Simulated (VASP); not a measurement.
Wanted: the native input for a VASP 6.6.1 run.

| Item | Value |
| --- | --- |
| Task | single point |
| Functional | r2SCAN |
| Potentials or basis | VASP PAW PBE potentials, release 64 (Y_sv, N) |
| Cutoff | 660 eV |
| k mesh | 9 × 9 × 9 |
| Occupations | fermi-dirac, width 0.03 eV |
| Spin | no spin polarisation |
| Dipole correction | no |
| Further INCAR settings | ALGO = Normal; EDIFF = 1e-06; NBANDS = 15 |

YN:

```
CELL_PARAMETERS angstrom
0.00000 2.43850 2.43850
2.43850 0.00000 2.43850
2.43850 2.43850 0.00000
ATOMIC_POSITIONS crystal
Y 0.00000 0.00000 0.00000
N 0.50000 0.50000 0.50000
```

These files were run (other wordings do the same):

POSCAR

```
YN
1.0
    0.0000000000      2.4385000000      2.4385000000
    2.4385000000      0.0000000000      2.4385000000
    2.4385000000      2.4385000000      0.0000000000
Y N
1 1
Direct
    0.0000000000      0.0000000000      0.0000000000
    0.5000000000      0.5000000000      0.5000000000
```

INCAR.step1

```
SYSTEM = YN
PREC = Accurate
ENCUT = 660
ISMEAR = -1
SIGMA = 0.03
LREAL = .FALSE.
LASPH = .TRUE.
NELM = 120
NBANDS = 15
GGA = PE
ALGO = Normal
EDIFF = 1E-5
LWAVE = .TRUE.
LCHARG = .FALSE.
GGA_COMPAT = .FALSE.
```

INCAR.step2

```
SYSTEM = YN
PREC = Accurate
ENCUT = 660
EDIFF = 1E-6
ISMEAR = -1
SIGMA = 0.03
LREAL = .FALSE.
LASPH = .TRUE.
NELM = 120
ALGO = Normal
ISIF = 2
LWAVE = .FALSE.
LCHARG = .TRUE.
METAGGA = R2SCAN
LMIXTAU = .TRUE.
LELF = .TRUE.
LVHAR = .TRUE.
NBANDS = 15
ISTART = 1
GGA_COMPAT = .FALSE.
```

KPOINTS

```
Automatic mesh
0
G
  9 9 9
  0 0 0
```

Potentials or basis: VASP PAW PBE potentials, release 64 (Y_sv, N).

The run is started by

```sh
$ cat potpaw_PBE.64/Y_sv/POTCAR potpaw_PBE.64/N/POTCAR > POTCAR
$ cp INCAR.step1 INCAR
$ mpirun -np 1 vasp_std > vasp.out
$ cp INCAR.step2 INCAR
$ mpirun -np 1 vasp_std > vasp.out
```

Results of the run:

* Pressure: 1.7 GPa
* Band gap on the k mesh: 0.64 eV, indirect (least direct gap 1.05 eV)

Caveat: the PAW data sets were made with another functional, which shifts forces and pressure a little.

It took 86 s on 1 thread of Intel(R) Xeon(R) Platinum 8259CL CPU @ 2.50GHz (Skylake/Cascade Lake), on a shared host, peak memory 0.2 GiB.
